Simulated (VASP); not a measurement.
# Sr (I4_1/amd) in VASP: single point with PBEsol

Aim: the single point of Sr with PBEsol.

Program: VASP 6.6.1. These are calculated values, not measurements. Logs are shortened: lines on timing, memory, paths and dates and some standing lists are left out, and cuts for length are marked.

## (1) The cell of the first run

Symmetry: I4_1/amd, No. 141, tetragonal system. Conventional cell: a = 7.413 Å, b = 7.413 Å, c = 4.042 Å, α = 90.00°, β = 90.00°, γ = 90.00°. Sr (site symmetry -4m2) has 10 Sr at 3.84 to 4.79 Å within 5.0 Å.

## (2) Single point, PBEsol

File INCAR:

```
  ALGO = Normal
  EDIFF = 1E-6
  ENCUT = 520
  GGA = PS
  ISIF = 2
  ISMEAR = 0
  LASPH = T
  LCHARG = T
  LELF = T
  LREAL = F
  LVHAR = T
  LWAVE = F
  NBANDS = 17
  NELM = 100
  PREC = Accurate
  SIGMA = 0.05
```

File KPOINTS:

```
k-points
0
Gamma
  9 9 9
```

File POSCAR:

```
Sr
1.0
   -3.7063580000      3.7063580000      2.0208760000
    3.7063580000     -3.7063580000      2.0208760000
    3.7063580000      3.7063580000     -2.0208760000
Sr
2
Direct
    0.7500000000      0.2500000000      0.5000000000
    0.0000000000      0.0000000000      0.0000000000
```

Potentials or basis: VASP PAW PBE potentials, release 64 (Sr_sv).

The run is started by

```console
> cat potpaw_PBE.64/Sr_sv/POTCAR > POTCAR
> mpirun -np 1 vasp_std > vasp.out
```

OUTCAR:

```text
EDIFF = 1E-6
   ENCUT = 520
   GGA = PS
   ISIF = 2
   ISMEAR = 0
   LASPH = T
   LREAL = F
   NELM = 100
   PREC = Accurate

 ion  position               nearest neighbor table
   1  0.750  0.250  0.500-   2 3.84   2 3.84   2 3.84   2 3.84   2 4.79   2 4.79   2 4.79   2 4.79

   2  0.000  0.000  0.000-   1 3.84   1 3.84   1 3.84   1 3.84   1 4.79   1 4.79   1 4.79   1 4.79

  LATTYP: Found a body centered tetragonal cell.
 ALAT       =     7.4127160000
 C/A-ratio  =     0.5452457642

  Lattice vectors:

 A1 = (  -3.7063580000,   3.7063580000,   2.0208760000)
 A2 = (   3.7063580000,  -3.7063580000,   2.0208760000)
 A3 = (   3.7063580000,   3.7063580000,  -2.0208760000)

Analysis of symmetry for initial positions (statically):
=====================================================================
 Subroutine PRICEL returns:
 Original cell was already a primitive cell.

 Routine SETGRP: Setting up the symmetry group for a
 body centered tetragonal supercell.

 Subroutine GETGRP returns: Found 16 space group operations
 (whereof  8 operations were pure point group operations)
 out of a pool of 16 trial point group operations.

The static configuration has the point symmetry D_2d.
 The point group associated with its full space group is D_4h.

Analysis of symmetry for dynamics (positions and initial velocities):
=====================================================================
 Subroutine PRICEL returns:
 Original cell was already a primitive cell.

 Routine SETGRP: Setting up the symmetry group for a
 body centered tetragonal supercell.

 Subroutine GETGRP returns: Found 16 space group operations
 (whereof  8 operations were pure point group operations)
 out of a pool of 16 trial point group operations.

The dynamic configuration has the point symmetry D_2d.
 The point group associated with its full space group is D_4h.

 Subroutine INISYM returns: Found 16 space group operations
 (whereof  8 operations are pure point group operations),
 and found     1 'primitive' translations

----------------------------------------------------------------------------------------

                                     Primitive cell

  volume of cell :     111.0438

  direct lattice vectors                    reciprocal lattice vectors
    -3.706358000  3.706358000  2.020876000     0.000000000  0.134903320  0.247417457
     3.706358000 -3.706358000  2.020876000     0.134903320  0.000000000  0.247417457
     3.706358000  3.706358000 -2.020876000     0.134903320  0.134903320  0.000000000

  length of vectors
     5.617661351  5.617661351  5.617661351     0.281805436  0.281805436  0.190782105

  position of ions in fractional coordinates (direct lattice)
     0.750000000  0.250000000  0.500000000
     0.000000000  0.000000000  0.000000000

  ion indices of the primitive-cell ions
   primitive index   ion index
                 1           1
                 2           2

----------------------------------------------------------------------------------------

 KPOINTS: k-points

Automatic generation of k-mesh.
 Grid dimensions read from file:
 generate k-points for:    9    9    9

 Generating k-lattice:

  Cartesian coordinates                     Fractional coordinates (reciprocal lattice)
     0.000000000  0.014989258  0.027490829     0.111111111  0.000000000  0.000000000
     0.014989258  0.000000000  0.027490829     0.000000000  0.111111111  0.000000000
     0.014989258  0.014989258  0.000000000     0.000000000  0.000000000  0.111111111

  Length of vectors
     0.031311715  0.031311715  0.021198012

  Shift w.r.t. Gamma in fractional coordinates (k-lattice)
     0.000000000  0.000000000  0.000000000

 Subroutine IBZKPT returns following result:
 ===========================================

 Found     75 irreducible k-points:

 Following reciprocal coordinates:
            Coordinates               Weight
  0.000000  0.000000  0.000000      1.000000
  0.111111 -0.000000  0.000000      8.000000
  0.222222  0.000000  0.000000      8.000000
  0.333333 -0.000000  0.000000      8.000000
  0.444444  0.000000  0.000000      8.000000
  0.111111  0.111111  0.000000      8.000000
[... 16 lines left out ...]
 -0.333333  0.333333  0.000000      4.000000
  0.444444  0.444444  0.000000      8.000000
 [... further k-points ...]
   k-points           NKPTS =     75   k-points in BZ     NKDIM =     75   number of bands    NBANDS=     17
   number of dos      NEDOS =    301   number of ions     NIONS =      2
   total plane-waves  NPLWV =  74088
   dimension x,y,z NGX =    42 NGY =   42 NGZ =   42
   dimension x,y,z NGXF=    84 NGYF=   84 NGZF=   84
   ions per type =               2
   NGX,Y,Z   is equivalent  to a cutoff of  12.43, 12.43, 12.43 a.u.
   NGXF,Y,Z  is equivalent  to a cutoff of  24.86, 24.86, 24.86 a.u.
 SYSTEM =  unknown system
   PREC   = accura    normal or accurate (medium, high low for compatibility)
   ISTART =      0    job   : 0-new  1-cont  2-samecut
   ICHARG =      2    charge: 1-file 2-atom 10-const
   ISPIN  =      1    spin polarized calculation?
   LNONCOLLINEAR =      F non collinear calculations
   LSORBIT =      F    spin-orbit coupling
   LASPH  =      T    aspherical Exc in radial PAW
   ENCUT  =  520.0 eV  38.22 Ry    6.18 a.u.  10.45 10.45 10.45*2*pi/ulx,y,z
   NELM   =    100;   NELMIN=  2; NELMDL= -5     # of ELM steps
   EDIFF  = 0.1E-05   stopping-criterion for ELM
   LREAL  =      F    real-space projection
   EDIFFG = 0.1E-04   stopping-criterion for IOM
   NSW    =      0    number of steps for IOM
   IBRION =     -1    ionic relax: 0-MD 1-quasi-New 2-CG
   NFREE  =      0    steps in history (QN), initial steepest desc. (CG)
   ISIF   =      2    stress and relaxation
   ISYM   =      2    0-nonsym 1-usesym 2-fastsym
   POTIM  = 0.5000    time-step for ionic-motion
   TEBEG  =    0.0;   TEEND  =   0.0 temperature during run
   PSTRESS=    0.0 pullay stress
   NELECT =      20.0000    total number of electrons
   NUPDOWN=      -1.0000    fix difference up-down
   EMIN   =  10.00;   EMAX   =-10.00  energy-range for DOS
   EFERMI =   0.00;   METHOD = LEGACY
   ISMEAR =     0;   SIGMA  =   0.05  broadening in eV -4-tet -1-fermi 0-gaus
   EFERMI_NEDOS =   21; number of points for ismear=-14 and -15
   IALGO  =     38    algorithm
   IMIX   =      4    mixing-type and parameters
     AMIX     =   0.40;   BMIX     =  1.00
     AMIX_MAG =   1.60;   BMIX_MAG =  1.00
  volume/ion in A,a.u.               =      55.52       374.68
  Fermi-wavevector in a.u.,A,eV,Ry     =   0.924528  1.747104 11.629605  0.854752
  Thomas-Fermi vector in A             =   2.050283
   LORBIT       =      0    0 simple, 1 ext, 2 COOP (PROOUT), +10 PAW based schemes
   GGA     = PS    functional components
   LHFCALC =     F    Hartree Fock is set to
   AEXX    =    0.0000 exact exchange contribution
   IVDW    =     0    specifies the selected vdW correction
   LEPSILON=     F    determine dielectric tensor
   LRPA    =     F    only Hartree local field effects (RPA)
 non-spin polarized calculation
 Gauss-broadening in eV      SIGMA  =   0.05
  energy-cutoff  :      520.00
  volume of cell :      111.04
 maximum number of plane-waves:      3035
 NGX is ok and might be reduce to    42
   NGX = 21   NGY = 21   NGZ = 21

 number of electron      20.0000001 magnetization

 Free energy of the ion-electron system (eV)
  ---------------------------------------------------
  ext. energy  EPLUGINS =         0.00000000
  ---------------------------------------------------
  free energy    TOTEN  =        -3.14643868 eV

  energy without entropy =       -3.14054795  energy(sigma->0) =       -3.14349331

 E-fermi :   1.3272     XC(G=0):  -7.3942

 val. band max:        1.3270970125   @ k =   0.4444   0.0000   0.0000
 cond. band min:       1.3331823190   @ k =   0.3333   0.2222   0.1111
 fundamental gap:      0.0060853065
 Fermi energy:         1.3272280384

 k-point     1 :       0.0000    0.0000    0.0000
  band No.  band energies     occupation
      1     -35.2872      2.00000
      2     -35.2487      2.00000
      3     -17.3930      2.00000
      4     -17.3930      2.00000
      5     -17.1791      2.00000
      6     -17.1753      2.00000
[... 9 lines left out ...]
     16       4.8718      0.00000
     17       4.8749      0.00000

 k-point     2 :       0.1111   -0.0000    0.0000
  band No.  band energies     occupation
      1     -35.2851      2.00000
      2     -35.2485      2.00000
      3     -17.3912      2.00000
      4     -17.3830      2.00000
      5     -17.2019      2.00000
      6     -17.1970      2.00000
[... 9 lines left out ...]
     16       4.3661      0.00000
     17       4.4557      0.00000

 k-point     3 :       0.2222    0.0000    0.0000
  band No.  band energies     occupation
      1     -35.2796      2.00000
      2     -35.2483      2.00000
      3     -17.3867      2.00000
      4     -17.3596      2.00000
      5     -17.2583      2.00000
      6     -17.2455      2.00000
[... 9 lines left out ...]
     16       3.9397      0.00000
     17       4.1081      0.00000

 k-point     4 :       0.3333   -0.0000    0.0000
  band No.  band energies     occupation
      1     -35.2728      2.00000
      2     -35.2485      2.00000
      3     -17.3815      2.00000
      4     -17.3531      2.00000
      5     -17.3191      2.00000
      6     -17.2761      2.00000
[... 9 lines left out ...]
     16       3.8244      0.00000
     17       4.4613      0.00000
[... 343 lines left out ...]
      1     -35.2731      2.00000
      2     -35.2604      2.00000
      3     -17.3459      2.00000
      4     -17.3014      2.00000
      5     -17.2751      2.00000
      6     -17.2274      2.00000
[... 9 lines left out ...]
     16       4.3748      0.00000
     17       4.8956      0.00000

 k-point    23 :      -0.3333    0.3333    0.0000
  band No.  band energies     occupation
      1     -35.2775      2.00000
      2     -35.2583      2.00000
      3     -17.3425      2.00000
      4     -17.3398      2.00000
      5     -17.2385      2.00000
      6     -17.2196      2.00000
[... 9 lines left out ...]
     16       4.6958      0.00000
     17       5.1534      0.00000

 k-point    24 :       0.4444    0.4444    0.0000
  band No.  band energies     occupation
      1     -35.2672      2.00000
      2     -35.2663      2.00000
      3     -17.3173      2.00000
      4     -17.3067      2.00000
      5     -17.2711      2.00000
      6     -17.2561      2.00000
[... 9 lines left out ...]
     16       3.9003      0.00000
     17       5.1528      0.00000

 [... further k-points ...]
[... 5 lines left out ...]
  --------------------------------------------------------------------------------------
  -------------------------------------------------------------------------------------
  Total       -0.2563141     -0.2563141     -0.6336496      0.0000000      0.0000000     -0.0000000
  in kB       -3.6981851     -3.6981851     -9.1425078      0.0000000      0.0000000     -0.0000000
  external PRESSURE =      -5.5129594 kB  Pullay stress =       0.0000000 kB

 VOLUME and BASIS-vectors are now :
 -----------------------------------------------------------------------------
  energy-cutoff  :      520.00
  volume of cell :      111.04
      direct lattice vectors                 reciprocal lattice vectors
    -3.706358000  3.706358000  2.020876000     0.000000000  0.134903320  0.247417457
     3.706358000 -3.706358000  2.020876000     0.134903320  0.000000000  0.247417457
     3.706358000  3.706358000 -2.020876000     0.134903320  0.134903320  0.000000000

 POSITION                                       TOTAL-FORCE (eV/Angst)
 -----------------------------------------------------------------------------------
      0.00000      3.70636      1.01044        -0.000000      0.000000     -0.000000
      0.00000      0.00000      0.00000         0.000000     -0.000000      0.000000
 -----------------------------------------------------------------------------------
    total drift:                               -0.000000     -0.000000      0.000000

  FREE ENERGIE OF THE ION-ELECTRON SYSTEM (eV)
  ---------------------------------------------------
  free  energy   TOTEN  =        -3.1464386786 eV

  energy  without entropy=       -3.1405479479  energy(sigma->0) =       -3.14349331
```

Run time: 59 s. Hardware: 1 thread of Intel Xeon Platinum 8559C (Emerald Rapids), shared host; peak memory 0.31 GiB.

What came out:

```
Free energy            : -3.1464 eV
Pressure               : -0.6 GPa
Band gap on the k mesh : zero (band 10 reaches 1.69 eV, above the bottom of band 11 at 1.19 eV)
```

Levels at points of the mesh, in eV from the Fermi level:
| k point | band 6 | band 7 | band 8 | band 9 | band 10 | band 11 | band 12 | band 13 | band 14 | band 15 |
| --- | --- | --- | --- | --- | --- | --- | --- | --- | --- | --- |
| (0.00, 0.00, 0.00) | -18.50 | -18.48 | -18.48 | -3.47 | -0.32 | 0.65 | 1.08 | 1.70 | 2.65 | 2.65 |

Caveat: the PAW data sets were made with another functional, which shifts forces and pressure a little.
